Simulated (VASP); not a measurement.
# AlN (P6_3mc) in VASP: further runs

AlN is run at these levels: PBE, LDA; tasks: single point.

Everything below comes from runs of VASP 6.6.1. Logs are shortened: lines on timing, memory, paths and dates and some standing lists are left out, and cuts for length are marked.

## Step 1: The cell of the first run

The structure is hexagonal, space group P6_3mc (No. 186). Conventional cell: a = 3.113 Å, b = 3.113 Å, c = 4.981 Å, α = 90.00°, β = 90.00°, γ = 120.00°. Within 2.5 Å of Al (site symmetry 3m) lie 4 N at 1.89 Å. N (site symmetry 3m) has 4 Al at 1.89 Å within 2.5 Å.

## Step 2: Single point, PBE

Input file INCAR:

```
  PREC = Accurate
  ENCUT = 520
  EDIFF = 1E-7
  ISMEAR = 0
  SIGMA = 0.05
  LREAL = F
  LASPH = T
  NELM = 100
  ALGO = Normal
  ISIF = 2
  LWAVE = F
  LCHARG = T
  GGA = PE
  LELF = T
  LVHAR = T
  NBANDS = 16
```

Input file KPOINTS:

```
regular mesh
0
Gamma
  7 7 4
```

Input file POSCAR:

```
AlN
1.0
    3.1130000000      0.0000000000      0.0000000000
   -1.5565000000      2.6959370820      0.0000000000
    0.0000000000      0.0000000000      4.9810000000
Al N
2 2
Direct
    0.6666666667      0.3333333333      0.5000000000
    0.3333333333      0.6666666667      0.0000000000
    0.6666666667      0.3333333333      0.8800000000
    0.3333333333      0.6666666667      0.3800000000
```

Potentials or basis: VASP PAW PBE potentials, release 64 (Al, N).

The run is started by

```
> cat potpaw_PBE.64/Al/POTCAR potpaw_PBE.64/N/POTCAR > POTCAR
> mpirun -np 1 vasp_std > vasp.out
```

OUTCAR:

```text
PREC = Accurate
   ENCUT = 520
   EDIFF = 1E-7
   ISMEAR = 0
   LREAL = F
   LASPH = T
   NELM = 100
   ISIF = 2
   GGA = PE

 ion  position               nearest neighbor table
   1  0.667  0.333  0.500-   3 1.89   4 1.89   4 1.89   4 1.89   2 3.07   2 3.07   2 3.07   2 3.07
                             2 3.07   2 3.07
   2  0.333  0.667  0.000-   4 1.89   3 1.89   3 1.89   3 1.89   1 3.07   1 3.07   1 3.07   1 3.07
                             1 3.07   1 3.07
   3  0.667  0.333  0.880-   1 1.89   2 1.89   2 1.89   2 1.89
   4  0.333  0.667  0.380-   2 1.89   1 1.89   1 1.89   1 1.89

  LATTYP: Found a hexagonal cell.
 ALAT       =     3.1130000000
 C/A-ratio  =     1.6000642467

  Lattice vectors:

 A1 = (   3.1130000000,   0.0000000000,   0.0000000000)
 A2 = (  -1.5565000000,   2.6959370820,   0.0000000000)
 A3 = (   0.0000000000,   0.0000000000,   4.9810000000)

Analysis of symmetry for initial positions (statically):
=====================================================================
 Subroutine PRICEL returns:
 Original cell was already a primitive cell.

 Routine SETGRP: Setting up the symmetry group for a
 hexagonal supercell.

 Subroutine GETGRP returns: Found 12 space group operations
 (whereof  6 operations were pure point group operations)
 out of a pool of 24 trial point group operations.

The static configuration has the point symmetry C_3v.
 The point group associated with its full space group is C_6v.

Analysis of symmetry for dynamics (positions and initial velocities):
=====================================================================
 Subroutine PRICEL returns:
 Original cell was already a primitive cell.

 Routine SETGRP: Setting up the symmetry group for a
 hexagonal supercell.

 Subroutine GETGRP returns: Found 12 space group operations
 (whereof  6 operations were pure point group operations)
 out of a pool of 24 trial point group operations.

The dynamic configuration has the point symmetry C_3v.
 The point group associated with its full space group is C_6v.

 Subroutine INISYM returns: Found 12 space group operations
 (whereof  6 operations are pure point group operations),
 and found     1 'primitive' translations

----------------------------------------------------------------------------------------

                                     Primitive cell

  volume of cell :      41.8028

  direct lattice vectors                    reciprocal lattice vectors
     3.113000000  0.000000000  0.000000000     0.321233537  0.185464269  0.000000000
    -1.556500000  2.695937082  0.000000000     0.000000000  0.370928538  0.000000000
     0.000000000  0.000000000  4.981000000     0.000000000  0.000000000  0.200762899

  length of vectors
     3.113000000  3.113000000  4.981000000     0.370928538  0.370928538  0.200762899

  position of ions in fractional coordinates (direct lattice)
     0.666666667  0.333333333  0.500000000
     0.333333333  0.666666667  0.000000000
     0.666666667  0.333333333  0.880000000
     0.333333333  0.666666667  0.380000000

  ion indices of the primitive-cell ions
   primitive index   ion index
                 1           1
                 2           2
                 3           3
                 4           4

----------------------------------------------------------------------------------------

 KPOINTS: regular mesh

Automatic generation of k-mesh.
 Grid dimensions read from file:
 generate k-points for:    7    7    4

 Generating k-lattice:

  Cartesian coordinates                     Fractional coordinates (reciprocal lattice)
     0.045890505  0.026494896  0.000000000     0.142857143  0.000000000  0.000000000
     0.000000000  0.052989791  0.000000000     0.000000000  0.142857143  0.000000000
     0.000000000  0.000000000  0.050190725     0.000000000  0.000000000  0.250000000

  Length of vectors
     0.052989791  0.052989791  0.050190725

  Shift w.r.t. Gamma in fractional coordinates (k-lattice)
     0.000000000  0.000000000  0.000000000

 Subroutine IBZKPT returns following result:
 ===========================================

 Found     24 irreducible k-points:

 Following reciprocal coordinates:
            Coordinates               Weight
  0.000000  0.000000  0.000000      1.000000
  0.142857  0.000000  0.000000      6.000000
  0.285714  0.000000  0.000000      6.000000
  0.428571  0.000000  0.000000      6.000000
  0.142857  0.142857  0.000000      6.000000
  0.285714  0.142857  0.000000     12.000000
[... 16 lines left out ...]
  0.428571  0.142857  0.500000      6.000000
  0.285714  0.285714  0.500000      6.000000
   k-points           NKPTS =     24   k-points in BZ     NKDIM =     24   number of bands    NBANDS=     16
   number of dos      NEDOS =    301   number of ions     NIONS =      4
   total plane-waves  NPLWV =  23040
   dimension x,y,z NGX =    24 NGY =   24 NGZ =   40
   dimension x,y,z NGXF=    48 NGYF=   48 NGZF=   80
   ions per type =               2   2
   NGX,Y,Z   is equivalent  to a cutoff of  12.82, 12.82, 13.35 a.u.
   NGXF,Y,Z  is equivalent  to a cutoff of  25.63, 25.63, 26.70 a.u.
 SYSTEM =  unknown system
   PREC   = accura    normal or accurate (medium, high low for compatibility)
   ISTART =      0    job   : 0-new  1-cont  2-samecut
   ICHARG =      2    charge: 1-file 2-atom 10-const
   ISPIN  =      1    spin polarized calculation?
   LNONCOLLINEAR =      F non collinear calculations
   LSORBIT =      F    spin-orbit coupling
   LASPH  =      T    aspherical Exc in radial PAW
   ENCUT  =  520.0 eV  38.22 Ry    6.18 a.u.   5.79  5.79  9.26*2*pi/ulx,y,z
   NELM   =    100;   NELMIN=  2; NELMDL= -5     # of ELM steps
   EDIFF  = 0.1E-06   stopping-criterion for ELM
   LREAL  =      F    real-space projection
   EDIFFG = 0.1E-05   stopping-criterion for IOM
   NSW    =      0    number of steps for IOM
   IBRION =     -1    ionic relax: 0-MD 1-quasi-New 2-CG
   NFREE  =      0    steps in history (QN), initial steepest desc. (CG)
   ISIF   =      2    stress and relaxation
   ISYM   =      2    0-nonsym 1-usesym 2-fastsym
   POTIM  = 0.5000    time-step for ionic-motion
   TEBEG  =    0.0;   TEEND  =   0.0 temperature during run
   PSTRESS=    0.0 pullay stress
   NELECT =      16.0000    total number of electrons
   NUPDOWN=      -1.0000    fix difference up-down
   EMIN   =  10.00;   EMAX   =-10.00  energy-range for DOS
   EFERMI =   0.00;   METHOD = LEGACY
   ISMEAR =     0;   SIGMA  =   0.05  broadening in eV -4-tet -1-fermi 0-gaus
   EFERMI_NEDOS =   21; number of points for ismear=-14 and -15
   IALGO  =     38    algorithm
   IMIX   =      4    mixing-type and parameters
     AMIX     =   0.40;   BMIX     =  1.00
     AMIX_MAG =   1.60;   BMIX_MAG =  1.00
  volume/ion in A,a.u.               =      10.45        70.52
  Fermi-wavevector in a.u.,A,eV,Ry     =   1.188629  2.246183 19.222843  1.412839
  Thomas-Fermi vector in A             =   2.324754
   LORBIT       =      0    0 simple, 1 ext, 2 COOP (PROOUT), +10 PAW based schemes
   GGA     = PE    functional components
   LHFCALC =     F    Hartree Fock is set to
   AEXX    =    0.0000 exact exchange contribution
   IVDW    =     0    specifies the selected vdW correction
   LEPSILON=     F    determine dielectric tensor
   LRPA    =     F    only Hartree local field effects (RPA)
 non-spin polarized calculation
 Gauss-broadening in eV      SIGMA  =   0.05
  energy-cutoff  :      520.00
  volume of cell :       41.80
 maximum number of plane-waves:      1136
 NGX is ok and might be reduce to    24
   NGX = 11   NGY = 11   NGZ = 19

 number of electron      15.9999997 magnetization

 Free energy of the ion-electron system (eV)
  ---------------------------------------------------
  ext. energy  EPLUGINS =         0.00000000
  ---------------------------------------------------
  free energy    TOTEN  =       -29.77098841 eV

  energy without entropy =      -29.77098841  energy(sigma->0) =      -29.77098841

 E-fermi :   6.4169     XC(G=0): -10.9068

 val. band max:        6.1217730285   @ k =   0.0000   0.0000   0.0000
 cond. band min:      10.3451732210   @ k =   0.0000   0.0000   0.0000
 fundamental gap:      4.2234001926
 Fermi energy:         6.4168534653

 k-point     1 :       0.0000    0.0000    0.0000
  band No.  band energies     occupation
      1      -9.0371      2.00000
      2      -6.8887      2.00000
      3       0.1489      2.00000
      4       5.2902      2.00000
      5       5.2902      2.00000
      6       5.9423      2.00000
[... 8 lines left out ...]
     15      19.2858      0.00000
     16      19.2858      0.00000

 k-point     2 :       0.1429    0.0000    0.0000
  band No.  band energies     occupation
      1      -8.7809      2.00000
      2      -6.7482      2.00000
      3       0.4554      2.00000
      4       4.1929      2.00000
      5       4.9228      2.00000
      6       4.9852      2.00000
[... 8 lines left out ...]
     15      18.7888      0.00000
     16      19.0961      0.00000

 k-point     3 :       0.2857    0.0000    0.0000
  band No.  band energies     occupation
      1      -8.0860      2.00000
      2      -6.4488      2.00000
      3       1.3209      2.00000
      4       2.2240      2.00000
      5       3.3015      2.00000
      6       4.4560      2.00000
[... 8 lines left out ...]
     15      18.2225      0.00000
     16      19.9104      0.00000

 k-point     4 :       0.4286    0.0000    0.0000
  band No.  band energies     occupation
      1      -7.2606      2.00000
      2      -6.3435      2.00000
      3       0.8873      2.00000
      4       2.1512      2.00000
      5       2.4939      2.00000
      6       4.1089      2.00000
[... 8 lines left out ...]
     15      18.7798      0.00000
     16      21.4172      0.00000
[... 324 lines left out ...]
 k-point    22 :       0.2857    0.1429    0.5000
  band No.  band energies     occupation
      1      -6.9433      2.00000
      2      -6.9433      2.00000
      3       1.2660      2.00000
      4       1.2660      2.00000
      5       3.9149      2.00000
      6       3.9149      2.00000
[... 8 lines left out ...]
     15      19.3589      0.00000
     16      19.3589      0.00000

 k-point    23 :       0.4286    0.1429    0.5000
  band No.  band energies     occupation
      1      -6.6328      2.00000
      2      -6.6328      2.00000
      3       0.7557      2.00000
      4       0.7557      2.00000
      5       3.6293      2.00000
      6       3.6293      2.00000
[... 8 lines left out ...]
     15      19.8178      0.00000
     16      19.8178      0.00000

 k-point    24 :       0.2857    0.2857    0.5000
  band No.  band energies     occupation
      1      -6.5695      2.00000
      2      -6.5695      2.00000
      3       1.1844      2.00000
      4       1.1844      2.00000
      5       2.6771      2.00000
      6       2.6771      2.00000
[... 8 lines left out ...]
     15      19.6542      0.00000
     16      19.6542      0.00000

------------------------ aborting loop because EDIFF is reached ----------------------------------------

  FORCE on cell =-STRESS in cart. coord.  units (eV):
  Direction    XX          YY          ZZ          XY          YZ          ZX
  --------------------------------------------------------------------------------------
  -------------------------------------------------------------------------------------
  Total        0.7582768      0.7582768      1.1884658      0.0000000      0.0000000      0.0000000
  in kB       29.0624982     29.0624982     45.5503652      0.0000000      0.0000000      0.0000000
  external PRESSURE =      34.5584539 kB  Pullay stress =       0.0000000 kB

 VOLUME and BASIS-vectors are now :
 -----------------------------------------------------------------------------
  energy-cutoff  :      520.00
  volume of cell :       41.80
      direct lattice vectors                 reciprocal lattice vectors
     3.113000000  0.000000000  0.000000000     0.321233537  0.185464269  0.000000000
    -1.556500000  2.695937082  0.000000000     0.000000000  0.370928538  0.000000000
     0.000000000  0.000000000  4.981000000     0.000000000  0.000000000  0.200762899

 POSITION                                       TOTAL-FORCE (eV/Angst)
 -----------------------------------------------------------------------------------
      1.55650      0.89865      2.49050        -0.000000      0.000000     -0.129128
     -0.00000      1.79729      0.00000         0.000000      0.000000     -0.129128
      1.55650      0.89865      4.38328         0.000000      0.000000      0.129128
     -0.00000      1.79729      1.89278        -0.000000     -0.000000      0.129128
 -----------------------------------------------------------------------------------
    total drift:                               -0.000000     -0.000000      0.000366

  FREE ENERGIE OF THE ION-ELECTRON SYSTEM (eV)
  ---------------------------------------------------
  free  energy   TOTEN  =       -29.7709884117 eV

  energy  without entropy=      -29.7709884117  energy(sigma->0) =      -29.77098841
```

Run time: 13 s. Hardware: 1 thread of Intel Xeon Platinum 8375C at 2.90GHz (Ice Lake), shared host; peak memory 0.15 GiB.

What came out:

| Quantity | Value |
| --- | --- |
| Free energy | -29.7710 eV |
| Pressure | 3.5 GPa |
| Largest force | 0.129 eV/Å |
| Band gap on the k mesh | 4.22 eV, direct |

Forces in eV/Å, atoms in the order of the input:
```
Al   0.000  0.000 -0.129
Al   0.000  0.000 -0.129
N    0.000  0.000  0.129
N    0.000  0.000  0.129
```

Stress tensor (GPa, compression positive):
```
2.91 0.00 0.00
0.00 2.91 0.00
0.00 0.00 4.56
```

[end of part 1 of 2]
